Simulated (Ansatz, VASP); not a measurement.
## MgS: VASP beside Ansatz

```xyz
2
Lattice="0.0000 2.6016 2.6016 2.6016 0.0000 2.6016 2.6016 2.6016 0.0000" Properties=species:S:1:pos:R:3 pbc="T T T"
Mg    0.0100    0.0100    0.0100
S     2.6016    2.6016    2.6016
```

Change from the starting cell: atom 1 moved by [0.01, 0.01, 0.01] A, PAW files.

Alike in both runs: task single point; functional r2SCAN; k mesh 8 × 8 × 8; no spin polarisation.

|  | VASP | Ansatz |
| --- | --- | --- |
| version | VASP 6.6.1 | Ansatz 0.2.0 |
| potentials or method | VASP PAW PBE potentials, release 64 (Mg, S) | PAW with Ansatz's default frozen-core files, scalar-relativistic |
| plane-wave cutoff (eV) | 660 | 500 |
| occupations | gaussian, width 0.01 eV | fixed |
| valence electrons in the cell | 8 | 16 |

VASP gave:

| Property | Result |
| --- | --- |
| gap on the k mesh at the Fermi level (eV) | 3.43 |
| pressure (GPa) | -0.5 |
| rms of the force components (eV/Å) | 0.028 |

Which values does Ansatz return?

gap on the k mesh at the Fermi level (eV): 3.46; pressure (GPa): 0.0; rms of the force components (eV/Å): 0.028.

VASP's potentials were made for PBE, not for r2SCAN. Atom by atom the forces differ by 0.001 eV/Å (rms over components). VASP's potentials hold 8 valence electrons a cell and Ansatz's 16, so a difference there can come from the potentials and not from the codes.
